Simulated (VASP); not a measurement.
# BeTe (F-43m) in VASP: notebook

The runs below take BeTe through single point, with PBE.

All numbers are computed with VASP 6.6.1; they aren't measurements. Logs are shortened: lines on timing, memory, paths and dates and some standing lists are left out, and cuts for length are marked.

### 1 The cell of the first run

Symmetry: F-43m, No. 216, cubic system. The conventional cell has a = 5.540 Å, b = 5.540 Å, c = 5.540 Å, α = 90.00°, β = 90.00°, γ = 90.00°. Within 3.2 Å of Be (site symmetry -43m) lie 4 Te at 2.40 Å. Within 3.2 Å of Te (site symmetry -43m) lie 4 Be at 2.40 Å.

### 2 Single point, PBE

INCAR reads:

```
SYSTEM = BeTe
ALGO = Normal
EDIFF = 1E-6
ENCUT = 520
GGA = PE
ISIF = 2
ISMEAR = 0
LASPH = .TRUE.
LCHARG = .TRUE.
LELF = .TRUE.
LREAL = .FALSE.
LVHAR = .TRUE.
LWAVE = .FALSE.
NBANDS = 11
NELM = 80
PREC = Accurate
SIGMA = 0.01
```

KPOINTS reads:

```
k-points
0
G
  7 7 7
  0 0 0
```

POSCAR reads:

```
BeTe
1.0
    0.0000000000      2.7700000000      2.7700000000
    2.7700000000      0.0000000000      2.7700000000
    2.7700000000      2.7700000000      0.0000000000
Be Te
1 1
Direct
    0.0000000000      0.0000000000      0.0000000000
    0.2500000000      0.2500000000      0.2500000000
```

Potentials or basis: VASP PAW PBE potentials, release 64 (Be, Te).

The run is started by

```console
cat potpaw_PBE.64/Be/POTCAR potpaw_PBE.64/Te/POTCAR > POTCAR
mpirun -np 1 vasp_std > vasp.out
```

OUTCAR:

```text
SYSTEM = BeTe
   EDIFF = 1E-6
   ENCUT = 520
   GGA = PE
   ISIF = 2
   ISMEAR = 0
   LASPH = .TRUE.
   LREAL = .FALSE.
   NELM = 80
   PREC = Accurate

 ion  position               nearest neighbor table
   1  0.000  0.000  0.000-   2 2.40   2 2.40   2 2.40   2 2.40
   2  0.250  0.250  0.250-   1 2.40   1 2.40   1 2.40   1 2.40

  LATTYP: Found a face centered cubic cell.
 ALAT       =     5.5400000000

  Lattice vectors:

 A1 = (   0.0000000000,   2.7700000000,   2.7700000000)
 A2 = (   2.7700000000,   0.0000000000,   2.7700000000)
 A3 = (   2.7700000000,   2.7700000000,   0.0000000000)

Analysis of symmetry for initial positions (statically):
=====================================================================
 Subroutine PRICEL returns:
 Original cell was already a primitive cell.

 Routine SETGRP: Setting up the symmetry group for a
 face centered cubic supercell.

 Subroutine GETGRP returns: Found 24 space group operations
 (whereof 24 operations were pure point group operations)
 out of a pool of 48 trial point group operations.

The static configuration has the point symmetry T_d .

Analysis of symmetry for dynamics (positions and initial velocities):
=====================================================================
 Subroutine PRICEL returns:
 Original cell was already a primitive cell.

 Routine SETGRP: Setting up the symmetry group for a
 face centered cubic supercell.

 Subroutine GETGRP returns: Found 24 space group operations
 (whereof 24 operations were pure point group operations)
 out of a pool of 48 trial point group operations.

The dynamic configuration has the point symmetry T_d .

 Subroutine INISYM returns: Found 24 space group operations
 (whereof 24 operations are pure point group operations),
 and found     1 'primitive' translations

----------------------------------------------------------------------------------------

                                     Primitive cell

  volume of cell :      42.5079

  direct lattice vectors                    reciprocal lattice vectors
     0.000000000  2.770000000  2.770000000    -0.180505415  0.180505415  0.180505415
     2.770000000  0.000000000  2.770000000     0.180505415 -0.180505415  0.180505415
     2.770000000  2.770000000  0.000000000     0.180505415  0.180505415 -0.180505415

  length of vectors
     3.917371568  3.917371568  3.917371568     0.312644550  0.312644550  0.312644550

[... 82 lines left out ...]
   ISYM   =      2    0-nonsym 1-usesym 2-fastsym
   POTIM  = 0.5000    time-step for ionic-motion
   TEBEG  =    0.0;   TEEND  =   0.0 temperature during run
   PSTRESS=    0.0 pullay stress
   NELECT =       8.0000    total number of electrons
   NUPDOWN=      -1.0000    fix difference up-down
   EMIN   =  10.00;   EMAX   =-10.00  energy-range for DOS
   EFERMI =   0.00;   METHOD = LEGACY
   ISMEAR =     0;   SIGMA  =   0.01  broadening in eV -4-tet -1-fermi 0-gaus
   EFERMI_NEDOS =   21; number of points for ismear=-14 and -15
   IALGO  =     38    algorithm
   IMIX   =      4    mixing-type and parameters
     AMIX     =   0.40;   BMIX     =  1.00
     AMIX_MAG =   1.60;   BMIX_MAG =  1.00
  volume/ion in A,a.u.               =      21.25       143.43
  Fermi-wavevector in a.u.,A,eV,Ry     =   0.938170  1.772885 11.975354  0.880164
  Thomas-Fermi vector in A             =   2.065355
   LORBIT       =      0    0 simple, 1 ext, 2 COOP (PROOUT), +10 PAW based schemes
   GGA     = PE    functional components
   LHFCALC =     F    Hartree Fock is set to
   AEXX    =    0.0000 exact exchange contribution
   IVDW    =     0    specifies the selected vdW correction
   LEPSILON=     F    determine dielectric tensor
   LRPA    =     F    only Hartree local field effects (RPA)
 non-spin polarized calculation
 Gauss-broadening in eV      SIGMA  =   0.01
  energy-cutoff  :      520.00
  volume of cell :       42.51
 maximum number of plane-waves:      1155
 NGX is ok and might be reduce to    30
   NGX = 15   NGY = 15   NGZ = 15

 number of electron       8.0000000 magnetization

 Free energy of the ion-electron system (eV)
  ---------------------------------------------------
  ext. energy  EPLUGINS =         0.00000000
  ---------------------------------------------------
  free energy    TOTEN  =        -7.58325983 eV

  energy without entropy =       -7.58325983  energy(sigma->0) =       -7.58325983

 E-fermi :   5.7757     XC(G=0):  -9.2565

 val. band max:        5.6652029854   @ k =   0.0000   0.0000   0.0000
 cond. band min:       7.5739959580   @ k =   0.4286   0.4286   0.0000
 fundamental gap:      1.9087929726
 Fermi energy:         5.7757023925

 k-point     1 :       0.0000    0.0000    0.0000
  band No.  band energies     occupation
      1      -6.9697      2.00000
      2       5.6652      2.00000
      3       5.6652      2.00000
      4       5.6652      2.00000
      5       9.2290      0.00000
      6       9.2290      0.00000
      7       9.2290      0.00000
      8       9.8562      0.00000
      9      14.0514      0.00000
     10      16.0123      0.00000
     11      16.0123      0.00000
[... 253 lines left out ...]
 k-point    20 :      -0.2857    0.4286    0.1429
  band No.  band energies     occupation
      1      -4.9670      2.00000
      2       0.8034      2.00000
      3       1.5175      2.00000
      4       2.7578      2.00000
      5       9.6025      0.00000
      6      11.6668      0.00000
      7      12.0523      0.00000
      8      12.6133      0.00000
      9      15.7263      0.00000
     10      17.2142      0.00000
     11      19.0701      0.00000

------------------------ aborting loop because EDIFF is reached ----------------------------------------

  FORCE on cell =-STRESS in cart. coord.  units (eV):
  Direction    XX          YY          ZZ          XY          YZ          ZX
  --------------------------------------------------------------------------------------
  -------------------------------------------------------------------------------------
  Total        1.1846764      1.1846764      1.1846764      0.0000000     -0.0000000      0.0000000
  in kB       44.6520108     44.6520108     44.6520108      0.0000000     -0.0000000      0.0000000
  external PRESSURE =      44.6520108 kB  Pullay stress =       0.0000000 kB

 VOLUME and BASIS-vectors are now :
 -----------------------------------------------------------------------------
  energy-cutoff  :      520.00
  volume of cell :       42.51
      direct lattice vectors                 reciprocal lattice vectors
     0.000000000  2.770000000  2.770000000    -0.180505415  0.180505415  0.180505415
     2.770000000  0.000000000  2.770000000     0.180505415 -0.180505415  0.180505415
     2.770000000  2.770000000  0.000000000     0.180505415  0.180505415 -0.180505415

 POSITION                                       TOTAL-FORCE (eV/Angst)
 -----------------------------------------------------------------------------------
      0.00000      0.00000      0.00000         0.000000      0.000000      0.000000
      1.38500      1.38500      1.38500        -0.000000     -0.000000     -0.000000
 -----------------------------------------------------------------------------------
    total drift:                                0.000000      0.000000      0.000000

  FREE ENERGIE OF THE ION-ELECTRON SYSTEM (eV)
  ---------------------------------------------------
  free  energy   TOTEN  =        -7.5832598278 eV

  energy  without entropy=       -7.5832598278  energy(sigma->0) =       -7.58325983
```

Wall time 12 s (1 thread of Intel Xeon 6455B, shared host); peak memory 0.17 GiB.

Results:

| Quantity | Value |
| --- | --- |
| Free energy | -7.5833 eV |
| Pressure | 4.5 GPa |
| Band gap on the k mesh | 1.91 eV, indirect (least direct gap 3.56 eV) |

Caveat: spin-orbit coupling is left out, which moves the levels of the heavy elements. As with any semilocal functional, this PBE gap is likely too small.

### 3 Single point, PBE

This run uses another cell than the first one, of 22.71 Å³/atom, 1.069 times its volume.

INCAR reads:

```
  PREC = Accurate
  ENCUT = 520
  EDIFF = 1E-6
  ISMEAR = 0
  SIGMA = 0.01
  LREAL = False
  LASPH = True
  NELM = 60
  ALGO = Normal
  ISIF = 2
  LWAVE = False
  LCHARG = False
  GGA = PE
  NBANDS = 11
```

KPOINTS reads:

```
Automatic mesh
0
Gamma
  7 7 7
```

POSCAR reads:

```
BeTe
1.0
   -0.0000000144      2.8320262444      2.8320262157
    2.8320261726      0.0000000287      2.8320261726
    2.8320262157      2.8320262444     -0.0000000144
Be Te
1 1
Direct
   -0.0000000026      0.0000000070     -0.0000000026
    0.2500000026      0.2499999930      0.2500000026
```

Potentials or basis: VASP PAW PBE potentials, release 64 (Be, Te).

The run is started by

```console
cat potpaw_PBE.64/Be/POTCAR potpaw_PBE.64/Te/POTCAR > POTCAR
mpirun -np 1 vasp_std > vasp.out
```

OUTCAR:

```text
PREC = Accurate
   ENCUT = 520
   EDIFF = 1E-6
   ISMEAR = 0
   LREAL = False
   LASPH = True
   NELM = 60
   ISIF = 2
   GGA = PE

 ion  position               nearest neighbor table
   1  1.000  0.000  1.000-   2 2.45   2 2.45   2 2.45   2 2.45
   2  0.250  0.250  0.250-   1 2.45   1 2.45   1 2.45   1 2.45

  LATTYP: Found a face centered cubic cell.
 ALAT       =     5.6640523452

  Lattice vectors:

 A1 = (  -0.0000000144,   2.8320262444,   2.8320262157)
 A2 = (   2.8320261726,   0.0000000287,   2.8320261726)
 A3 = (   2.8320262157,   2.8320262444,  -0.0000000144)

Analysis of symmetry for initial positions (statically):
=====================================================================
 Subroutine PRICEL returns:
 Original cell was already a primitive cell.

 Routine SETGRP: Setting up the symmetry group for a
 face centered cubic supercell.

 Subroutine GETGRP returns: Found 24 space group operations
 (whereof 24 operations were pure point group operations)
 out of a pool of 48 trial point group operations.

The static configuration has the point symmetry T_d .

Analysis of symmetry for dynamics (positions and initial velocities):
=====================================================================
 Subroutine PRICEL returns:
 Original cell was already a primitive cell.

 Routine SETGRP: Setting up the symmetry group for a
 face centered cubic supercell.

 Subroutine GETGRP returns: Found 24 space group operations
 (whereof 24 operations were pure point group operations)
 out of a pool of 48 trial point group operations.

The dynamic configuration has the point symmetry T_d .

 Subroutine INISYM returns: Found 24 space group operations
 (whereof 24 operations are pure point group operations),
 and found     1 'primitive' translations

----------------------------------------------------------------------------------------

                                     Primitive cell

[... 112 lines left out ...]
   AEXX    =    0.0000 exact exchange contribution
   IVDW    =     0    specifies the selected vdW correction
   LEPSILON=     F    determine dielectric tensor
   LRPA    =     F    only Hartree local field effects (RPA)
 non-spin polarized calculation
 Gauss-broadening in eV      SIGMA  =   0.01
  energy-cutoff  :      520.00
  volume of cell :       45.43
 maximum number of plane-waves:      1243
 NGX is ok and might be reduce to    30
   NGX = 15   NGY = 15   NGZ = 15

 number of electron       8.0000000 magnetization

 Free energy of the ion-electron system (eV)
  ---------------------------------------------------
  ext. energy  EPLUGINS =         0.00000000
  ---------------------------------------------------
  free energy    TOTEN  =        -7.62313652 eV

  energy without entropy =       -7.62313652  energy(sigma->0) =       -7.62313652

 E-fermi :   4.9858     XC(G=0):  -8.9881

 val. band max:        4.9078349808   @ k =   0.0000   0.0000   0.0000
 cond. band min:       6.9735899026   @ k =   0.4286   0.4286  -0.0000
 fundamental gap:      2.0657549218
 Fermi energy:         4.9857833992

 k-point     1 :       0.0000    0.0000    0.0000
  band No.  band energies     occupation
      1      -7.2781      2.00000
      2       4.9078      2.00000
      3       4.9078      2.00000
      4       4.9078      2.00000
      5       8.5310      0.00000
      6       8.5310      0.00000
      7       8.5310      0.00000
      8       8.6054      0.00000
      9      13.1988      0.00000
     10      15.1167      0.00000
     11      15.1167      0.00000
[... 253 lines left out ...]
 k-point    20 :      -0.2857    0.4286    0.1429
  band No.  band energies     occupation
      1      -5.5143      2.00000
      2       0.3527      2.00000
      3       1.1362      2.00000
      4       2.2729      2.00000
      5       8.8699      0.00000
      6      10.8756      0.00000
      7      11.1319      0.00000
      8      11.6215      0.00000
      9      14.6502      0.00000
     10      16.1403      0.00000
     11      17.8382      0.00000

------------------------ aborting loop because EDIFF is reached ----------------------------------------

  FORCE on cell =-STRESS in cart. coord.  units (eV):
  Direction    XX          YY          ZZ          XY          YZ          ZX
  --------------------------------------------------------------------------------------
  -------------------------------------------------------------------------------------
  Total        0.0395512      0.0395512      0.0395512      0.0000000      0.0000000     -0.0000000
  in kB        1.3949179      1.3949179      1.3949179      0.0000000      0.0000000     -0.0000000
  external PRESSURE =       1.3949179 kB  Pullay stress =       0.0000000 kB

 VOLUME and BASIS-vectors are now :
 -----------------------------------------------------------------------------
  energy-cutoff  :      520.00
  volume of cell :       45.43
      direct lattice vectors                 reciprocal lattice vectors
    -0.000000014  2.832026244  2.832026216    -0.176552038  0.176552037  0.176552036
     2.832026173  0.000000029  2.832026173     0.176552042 -0.176552039  0.176552042
     2.832026216  2.832026244 -0.000000014     0.176552036  0.176552037 -0.176552038

 POSITION                                       TOTAL-FORCE (eV/Angst)
 -----------------------------------------------------------------------------------
      2.83203      5.66405      2.83203        -0.000000     -0.000000     -0.000000
      1.41601      1.41601      1.41601         0.000000      0.000000      0.000000
 -----------------------------------------------------------------------------------
    total drift:                                0.000004     -0.000005      0.000004

  FREE ENERGIE OF THE ION-ELECTRON SYSTEM (eV)
  ---------------------------------------------------
  free  energy   TOTEN  =        -7.6231365233 eV

  energy  without entropy=       -7.6231365233  energy(sigma->0) =       -7.62313652
```

OSZICAR:

```text
N       E                     dE             d eps       ncg     rms          rms(c)
DAV:   1     0.194277746638E+02    0.19428E+02   -0.32192E+03   440   0.581E+02
DAV:   2    -0.655032503749E+01   -0.25978E+02   -0.24730E+02   543   0.907E+01
DAV:   3    -0.773285726256E+01   -0.11825E+01   -0.11807E+01   618   0.211E+01
DAV:   4    -0.774340971641E+01   -0.10552E-01   -0.10552E-01   511   0.210E+00
DAV:   5    -0.774365011632E+01   -0.24040E-03   -0.24040E-03   569   0.318E-01    0.402E+00
DAV:   6    -0.765041914239E+01    0.93231E-01   -0.10888E-01   506   0.132E+00    0.242E+00
DAV:   7    -0.762211185003E+01    0.28307E-01   -0.95518E-02   523   0.135E+00    0.451E-01
DAV:   8    -0.762282020233E+01   -0.70835E-03   -0.58550E-03   500   0.436E-01    0.745E-02
DAV:   9    -0.762306802808E+01   -0.24783E-03   -0.31978E-04   553   0.105E-01    0.293E-02
DAV:  10    -0.762313199539E+01   -0.63967E-04   -0.79842E-05   487   0.459E-02    0.152E-02
DAV:  11    -0.762313410733E+01   -0.21119E-05   -0.23782E-06   597   0.909E-03    0.106E-02
DAV:  12    -0.762313644694E+01   -0.23396E-05   -0.50593E-06   482   0.129E-02    0.651E-03
DAV:  13    -0.762313652328E+01   -0.76343E-07   -0.32810E-08   350   0.135E-03
   1 F= -.76231365E+01 E0= -.76231365E+01  d E =-.202103E-30
```

stdout:

```text
POSCAR found type information on POSCAR BeTe
 POSCAR found :  2 types and       2 ions
 scaLAPACK will be used
 LDA part: xc-table for (Slater+PW92), standard interpolation
 POSCAR, INCAR and KPOINTS ok, starting setup
 FFT: planning ... GRIDC
 FFT: planning ... GRID_SOFT
 FFT: planning ... GRID
 WAVECAR not read
 entering main loop
```

Run time: 11 s. Hardware: 1 thread of Intel Xeon 6455B, shared host; peak memory 0.17 GiB.

What came out:

```
Free energy            : -7.6231 eV
Pressure               : 0.1 GPa
Band gap on the k mesh : 2.07 eV, indirect (least direct gap 3.62 eV)
```

Caveat: spin-orbit coupling is left out, which moves the levels of the heavy elements. PBE gaps usually lie below the measured ones, often by a third to a half.
